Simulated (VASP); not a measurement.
Set up this calculation in VASP 6.6.1, as the native input.

* Task: single point
* Functional: r2SCAN
* Potentials or basis: VASP PAW PBE potentials, release 64 (Al, Ni)
* Cutoff: 520 eV
* k mesh: 12 × 12 × 10
* Occupations: gaussian, width 0.15 eV
* Spin: no spin polarisation
* Dipole correction: no
* Further INCAR settings: ALGO = Normal; EDIFF = 1e-06; NBANDS = 22

The system is Al3Ni2.

```xyz
5
Lattice="3.8064 0.0000 0.0000 -1.9032 3.2964 0.0000 0.0000 0.0000 4.8615" Properties=species:S:1:pos:R:3 pbc="T T T"
Al    0.0000    0.0000    0.0000
Al    0.0000    2.1976    3.1524
Al    1.9032    1.0988    1.7091
Ni    0.0000    2.1976    0.7108
Ni    1.9032    1.0988    4.1507
```

This cell differs from its parent crystal: strain -0.050 along x and y, +0.000 along z.

One way to write it, as run:

POSCAR

```
Al3Ni2
1.0
    3.8063852942      0.0000000000      0.0000000000
   -1.9031926471      3.2964263614      0.0000000000
    0.0000000000      0.0000000000      4.8615270317
Al Ni
3 2
Direct
    0.0000000000      0.0000000000      0.0000000000
    0.3333333333      0.6666666667      0.6484376367
    0.6666666667      0.3333333333      0.3515623633
    0.3333333333      0.6666666667      0.1462123372
    0.6666666667      0.3333333333      0.8537876628
```

INCAR.step1

```
PREC = Accurate
ENCUT = 520
ISMEAR = 0
SIGMA = 0.15
LREAL = F
LASPH = T
NELM = 100
NBANDS = 22
GGA = PE
ALGO = Normal
EDIFF = 1E-4
LWAVE = T
LCHARG = F
```

INCAR.step2

```
PREC = Accurate
ENCUT = 520
EDIFF = 1E-6
ISMEAR = 0
SIGMA = 0.15
LREAL = F
LASPH = T
NELM = 100
ALGO = Normal
ISIF = 2
LWAVE = F
LCHARG = T
METAGGA = R2SCAN
LMIXTAU = T
LELF = T
LVHAR = T
NBANDS = 22
ISTART = 1
```

KPOINTS

```
regular mesh
0
Gamma
  12 12 10
```

Potentials or basis: VASP PAW PBE potentials, release 64 (Al, Ni).

Run with:

```sh
$ cat potpaw_PBE.64/Al/POTCAR potpaw_PBE.64/Ni/POTCAR > POTCAR
$ cp INCAR.step1 INCAR
$ mpirun -np 1 vasp_std > vasp.out
$ cp INCAR.step2 INCAR
$ mpirun -np 1 vasp_std > vasp.out
```

Results of the run:

```json
{"Pressure": "18.4 GPa", "Largest force": "0.288 eV/Å"}
```

Caveat: the cell differs from its parent crystal (strain -0.050 along x and y, +0.000 along z); the PAW data sets were made with another functional, which shifts forces and pressure a little.

Run time: 4.6 min on 1 thread of Intel(R) Xeon(R) 6975P-C (Granite Rapids), on a shared host, peak memory 0.31 GiB.
